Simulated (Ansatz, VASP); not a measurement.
## One calculation of NiO, two programs

```
Ni O
1.0
     2.08850    2.08850    4.17700
     4.17700    2.08850    2.08850
     2.08850    4.17700    2.08850
Ni O
2 2
Cartesian
  0.0000 0.0000 0.0000
  4.1770 4.1770 4.1770
  2.0885 2.0885 2.0885
  6.2655 6.2655 6.2655
```

Alike in both runs: task relaxation of cell and atoms; functional PBE; k mesh 6 × 6 × 6; collinear spin; Hubbard terms Ni d U = 6.0 eV.

```csv
,VASP,Ansatz
version,VASP 6.6.1,Ansatz 0.2.0
potentials or method,"VASP PAW PBE potentials, release 64 (Ni, O)","scalar-relativistic, plane waves, PAW"
plane-wave cutoff (eV),600,420
occupations,"gaussian, width 0.01 eV",fixed
valence electrons in the cell,32,48
```

Ansatz gave:

```
gap on the k mesh at the Fermi level, each at its own relaxed structure (eV) : 2.77
net moment per atom (μB)                                                     : 0.00
size of the moment on the site where the two differ most (μB)                : 1.68
relaxed volume (Å³/atom)                                                     : 9.59
relaxed length of the cell vector where the two differ most in proportion (Å)              : 5.200
```

Question: Which values does VASP return?

Answer: gap on the k mesh at the Fermi level, each at its own relaxed structure (eV): 3.37; net moment per atom (μB): 0.00; size of the moment on the site where the two differ most (μB): 1.74; relaxed volume (Å³/atom): 9.14; relaxed length of the cell vector where the two differ most in proportion (Å): 5.121.

Site moments also hang on the region over which each program counts them. The programs project onto different local orbitals, so the same U acts differently, and such runs can settle in different states. VASP's potentials hold 32 valence electrons a cell and Ansatz's 48, so a difference there can come from the potentials and not from the codes. Ansatz's warnings: end state compared, metallic iterate.
